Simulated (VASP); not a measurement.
Wanted: the native input for a VASP 6.6.1 run.

```
Task                   : single point
Functional             : LDA
Potentials or basis    : VASP PAW LDA potentials, release 64 (W_sv, S)
Cutoff                 : 520 eV
k mesh                 : 4 × 4 × 1
Occupations            : gaussian, width 0.15 eV
Spin                   : no spin polarisation
Dipole correction      : no
Further INCAR settings : ALGO = Normal; EDIFF = 1e-06; NBANDS = 20
```

The structure of WS2 lies in POSCAR:

```
WS2
1.0
    3.1835163600      0.0000000000      0.0000000000
   -1.5917581800      2.7570060400      0.0000000000
    0.0000000000      0.0000000000     16.9505778900
W S
1 2
Direct
    0.3333333333      0.6666666667      0.0000000000
    0.6666666667      0.3333333333      0.9079994900
    0.6666666667      0.3333333333      0.0920005100
```

These files were run (other wordings do the same):

INCAR

```
SYSTEM = WS2
  PREC = Accurate
  ENCUT = 520
  EDIFF = 1E-6
  ISMEAR = 0
  SIGMA = 0.15
  LREAL = .FALSE.
  LASPH = .TRUE.
  NELM = 60
  ALGO = Normal
  ISIF = 2
  LWAVE = .FALSE.
  LCHARG = .TRUE.
  GGA = CA
  LELF = .TRUE.
  LVHAR = .TRUE.
  NBANDS = 20
```

KPOINTS

```
Automatic mesh
0
G
  4 4 1
  0 0 0
```

Potentials or basis: VASP PAW LDA potentials, release 64 (W_sv, S).

Launch:

```sh
$ cat potpaw_LDA.64/W_sv/POTCAR potpaw_LDA.64/S/POTCAR > POTCAR
$ mpirun -np 1 vasp_std > vasp.out
```

It gave:

```
Largest force          : 0.411 eV/Å
Band gap on the k mesh : 2.34 eV, indirect (least direct gap 2.90 eV)
```

Caveat: the k points lie up to 0.57 Å⁻¹ apart; spin-orbit coupling is left out, which moves the levels of the heavy elements.

Run time: 15 s on 1 thread of Intel Xeon 6975P-C, with other jobs on the host, peak memory 0.2 GiB.
